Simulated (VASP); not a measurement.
# MgCd2SO2 (I4/mmm) in VASP: notebook, part 2 of 2

VASP 6.6.1. The steps go on from the part before.

### 3 Relaxation of cell and atoms, PBE

This run uses another cell than the first one, of 16.51 Å³/atom.

INCAR reads:

```
SYSTEM = MgCd2SO2
ALGO     = Normal         ! electronic algorithm
EDIFF    = 1E-6           ! SCF threshold, eV
EDIFFG   = -0.04          ! ionic threshold
ENCUT    = 600            ! plane-wave cutoff, eV
GGA      = PE             ! functional
IBRION   = 2              ! ionic algorithm
ISIF     = 3              ! what is computed and relaxed
ISMEAR   = 0              ! smearing method
LASPH    = .True.         ! aspherical terms in the spheres
LCHARG   = .False.        ! write CHGCAR
LREAL    = .False.        ! projectors in reciprocal space
LWAVE    = .False.        ! write WAVECAR
NELM     = 100            ! most SCF steps
NSW      = 90             ! ionic steps
PREC     = Accurate       ! precision mode
SIGMA    = 0.1            ! smearing width, eV
```

KPOINTS reads:

```
k-points
0
Gamma
  6 6 6
  0 0 0
```

POSCAR reads:

```
MgCd2SO2
1.0
   -2.1291549726      2.1291549726      5.4631669211
    2.1291549726     -2.1291549726      5.4631669211
    2.1291549726      2.1291549726     -5.4631669211
Mg Cd S O
1 2 1 2
Direct
    0.5000000000      0.5000000000      0.0000000000
    0.7500000000      0.2500000000      0.5000000000
    0.2500000000      0.7500000000      0.5000000000
    0.0000000000      0.0000000000      0.0000000000
    0.3217536966      0.3217536966      0.0000000000
    0.6782463034      0.6782463034      0.0000000000
```

Potentials or basis: VASP PAW PBE potentials, release 64 (Mg, Cd, S, O).

On the command line:

```bash
cat potpaw_PBE.64/Mg/POTCAR potpaw_PBE.64/Cd/POTCAR potpaw_PBE.64/S/POTCAR potpaw_PBE.64/O/POTCAR > POTCAR
mpirun -np 1 vasp_std > vasp.out
```

OUTCAR:

```text
SYSTEM = MgCd2SO2
   EDIFF = 1E-6
   EDIFFG = -0.04
   ENCUT = 600
   GGA = PE
   IBRION = 2
   ISIF = 3
   ISMEAR = 0
   LASPH = .True.
   LREAL = .False.
   NELM = 100
   NSW = 90
   PREC = Accurate

 ion  position               nearest neighbor table
   1  0.500  0.500  0.000-   5 1.95   6 1.95   4 3.01   4 3.01   4 3.01   4 3.01   3 3.46   3 3.46
                             2 3.46   2 3.46   3 3.46   2 3.46   3 3.46   2 3.46
   2  0.750  0.250  0.500-   5 2.27   6 2.27   5 2.27   6 2.27   3 3.01   3 3.01   3 3.01   3 3.01
                             1 3.46   1 3.46   1 3.46   1 3.46
   3  0.250  0.750  0.500-   5 2.27   6 2.27   5 2.27   6 2.27   2 3.01   2 3.01   2 3.01   2 3.01
                             1 3.46   1 3.46   1 3.46   1 3.46
   4  0.000  0.000  0.000-   1 3.01   1 3.01   1 3.01   1 3.01
   5  0.322  0.322  0.000-   1 1.95   2 2.27   3 2.27   3 2.27   2 2.27
   6  0.678  0.678  0.000-   1 1.95   2 2.27   3 2.27   2 2.27   3 2.27

  LATTYP: Found a body centered tetragonal cell.
 ALAT       =     4.2583099452
 C/A-ratio  =     2.5658850537

  Lattice vectors:

 A1 = (  -2.1291549726,   2.1291549726,   5.4631669211)
 A2 = (   2.1291549726,  -2.1291549726,   5.4631669211)
 A3 = (   2.1291549726,   2.1291549726,  -5.4631669211)

[... 242 lines left out ...]
  band No.  band energies     occupation
      1     -15.8817      2.00000
      2     -15.5657      2.00000
      3      -8.5628      2.00000
      4      -6.2088      2.00000
      5      -5.9893      2.00000
      6      -5.9893      2.00000
[... 685 lines left out ...]
     25       6.2632      0.00000
     26       7.9406      0.00000

 [... further k-points ...]

------------------------ aborting loop because EDIFF is reached ----------------------------------------

  FORCE on cell =-STRESS in cart. coord.  units (eV):
  Direction    XX          YY          ZZ          XY          YZ          ZX
  --------------------------------------------------------------------------------------
  -------------------------------------------------------------------------------------
  Total       -0.2233491     -0.2233491     -0.0656266      0.0000000     -0.0000000      0.0000000
  in kB       -3.5728659     -3.5728659     -1.0498145      0.0000000     -0.0000000      0.0000000
  external PRESSURE =      -2.7318487 kB  Pullay stress =       0.0000000 kB

 VOLUME and BASIS-vectors are now :
 -----------------------------------------------------------------------------
  energy-cutoff  :      600.00
  volume of cell :      100.16
      direct lattice vectors                 reciprocal lattice vectors
    -2.138465460  2.138465460  5.475371740     0.000000000  0.233812521  0.091318001
     2.138465460 -2.138465460  5.475371740     0.233812521  0.000000000  0.091318001
     2.138465460  2.138465460 -5.475371740     0.233812521  0.233812521  0.000000000

 POSITION                                       TOTAL-FORCE (eV/Angst)
 -----------------------------------------------------------------------------------
      2.13847      2.13847      0.00000        -0.000000     -0.000000      0.000000
      0.00000      2.13847      2.73769        -0.000000     -0.000000      0.000000
      2.13847      0.00000      2.73769        -0.000000     -0.000000     -0.000000
      2.13847      2.13847      5.47537        -0.000000     -0.000000     -0.000000
      0.00000      0.00000      3.52904         0.000000      0.000000      0.017055
      2.13847      2.13847      1.94633        -0.000000     -0.000000     -0.017055
 -----------------------------------------------------------------------------------
    total drift:                                0.000000      0.000000     -0.000000

  FREE ENERGIE OF THE ION-ELECTRON SYSTEM (eV)
  ---------------------------------------------------
  free  energy   TOTEN  =       -23.5614096557 eV

  energy  without entropy=      -23.5603134529  energy(sigma->0) =      -23.56086155

 reached required accuracy - stopping structural energy minimisation
```

OSZICAR:

```text
N       E                     dE             d eps       ncg     rms          rms(c)
DAV:   1     0.350348054194E+03    0.35035E+03   -0.24263E+04  1560   0.178E+03
DAV:   2    -0.784373095658E+00   -0.35113E+03   -0.34178E+03  1760   0.410E+02
DAV:   3    -0.281107136093E+02   -0.27326E+02   -0.26918E+02  1776   0.111E+02
[... 16 lines left out ...]
DAV:   4    -0.235616277423E+02    0.54896E-03   -0.12794E-03  1700   0.274E-01    0.298E-01
DAV:   5    -0.235614137623E+02    0.21398E-03   -0.16915E-04  1772   0.118E-01    0.254E-02
DAV:   6    -0.235614113976E+02    0.23648E-05   -0.85976E-05  1948   0.758E-02    0.169E-02
DAV:   7    -0.235614094391E+02    0.19585E-05   -0.18430E-05  1868   0.327E-02    0.749E-03
DAV:   8    -0.235614096557E+02   -0.21661E-06   -0.77778E-07   878   0.680E-03
   2 F= -.23561410E+02 E0= -.23560862E+02  d E =-.242440E-02
```

CONTCAR:

```text
MgCd2SO2
   1.00000000000000
    -2.1384654603114313    2.1384654603114313    5.4753717400402042
     2.1384654603114313   -2.1384654603114313    5.4753717400402042
     2.1384654603114313    2.1384654603114313   -5.4753717400402042
  Mg              Cd              S               O
     1     2     1     2
Direct
     0.5000000000000000    0.5000000000000000    1.0000000000000000
     0.7500000000000000    0.2500000000000000    0.5000000000000000
     0.2500000000000000    0.7500000000000000    0.5000000000000000
     1.0000000000000000    1.0000000000000000    1.0000000000000000
     0.3222648735996712    0.3222648735996712    0.0000000000000000
     0.6777351264003288    0.6777351264003288    1.0000000000000000

  0.00000000E+00  0.00000000E+00  0.00000000E+00
  0.00000000E+00  0.00000000E+00  0.00000000E+00
  0.00000000E+00  0.00000000E+00  0.00000000E+00
  0.00000000E+00  0.00000000E+00  0.00000000E+00
  0.00000000E+00  0.00000000E+00  0.00000000E+00
  0.00000000E+00  0.00000000E+00  0.00000000E+00
```

Run time: 3.2 min. Hardware: 1 thread of Intel Xeon 6975P-C (Granite Rapids), shared host; peak memory 0.41 GiB.

What came out:

- Free energy: -23.5614 eV
- Relaxed volume: 16.69 Å³/atom
- Relaxed cell: a = 6.255 Å, b = 6.255 Å, c = 6.255 Å, α = 140.02°, β = 140.02°, γ = 57.83°
- Space group after relaxing (to 0.1 Å): I4/mmm (No. 139)
- Energy gained by relaxing: 0.4 meV/atom
- Ionic steps: 2
- Pressure after relaxing: -0.3 GPa
- Largest force after relaxing: 0.017 eV/Å
- Band gap on the k mesh: 0.14 eV (least direct gap 0.33 eV)

Forces on the atoms (eV/Å):
```
Mg   0.000  0.000  0.000
Cd   0.000  0.000  0.000
Cd   0.000  0.000  0.000
S    0.000  0.000  0.000
O    0.000  0.000  0.017
O    0.000  0.000 -0.017
```

The path:
```
step  energy change (eV)  largest force (eV/Å)  pressure (GPa)  volume (Å³)
   1              0.0000                0.1158            0.74        99.06
   2             -0.0024                0.0171           -0.27       100.16
```

Final structure:
```xyz
6
Lattice="-2.1385 2.1385 5.4754 2.1385 -2.1385 5.4754 2.1385 2.1385 -5.4754" Properties=species:S:1:pos:R:3 pbc="T T T"
Mg    2.1385    2.1385    0.0000
Cd    0.0000    2.1385    2.7377
Cd    2.1385    0.0000    2.7377
S     2.1385    2.1385    5.4754
O     0.0000    0.0000    3.5290
O     2.1385    2.1385    1.9463
```

Levels at points of the mesh, in eV from the valence-band top:
```csv
k point,band 19,band 20,band 21,band 22,band 23,band 24,band 25,band 26
"(0.00, 0.00, 0.00)",-1.95,-0.37,-0.20,-0.20,0.14,4.17,4.81,5.09
"(0.50, 0.00, 0.00)",-2.01,-1.27,-0.10,-0.06,2.57,3.92,4.78,7.11
"(0.50, 0.50, 0.00)",-1.91,-0.87,-0.49,-0.23,3.74,4.83,5.48,5.90
"(0.50, 0.50, 0.50)",-1.88,-1.30,-0.06,-0.06,2.82,3.29,3.39,5.82
```
